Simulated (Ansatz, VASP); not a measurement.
Si in VASP and in Ansatz

```
Si
1.0
     2.68759    2.68759    0.00000
    -2.68759    2.68759    0.00000
     0.00000    2.68759    2.68759
Si
2
Direct
  0.25000 0.75000 0.50000
  0.00000 0.00000 0.00000
```

Alike in both runs: task single point; functional r2SCAN; k mesh 8 × 8 × 8; no spin polarisation.

|  | VASP | Ansatz |
| --- | --- | --- |
| version | VASP 6.6.1 | Ansatz 0.2.0 |
| potentials or method | VASP PAW PBE potentials, release 64 (Si) | PAW with Ansatz's default frozen-core files, scalar-relativistic |
| plane-wave cutoff (eV) | 520 | 500 |
| occupations | gaussian, width 0.01 eV | fixed |
| valence electrons in the cell | 8 | 8 |

```tsv
	VASP	Ansatz	Ansatz less VASP
gap on the k mesh at the Fermi level (eV)	0.76	0.75	-0.016
pressure (GPa)	3.8	4.0	+0.26
```

VASP's potentials were made for PBE, not for r2SCAN.
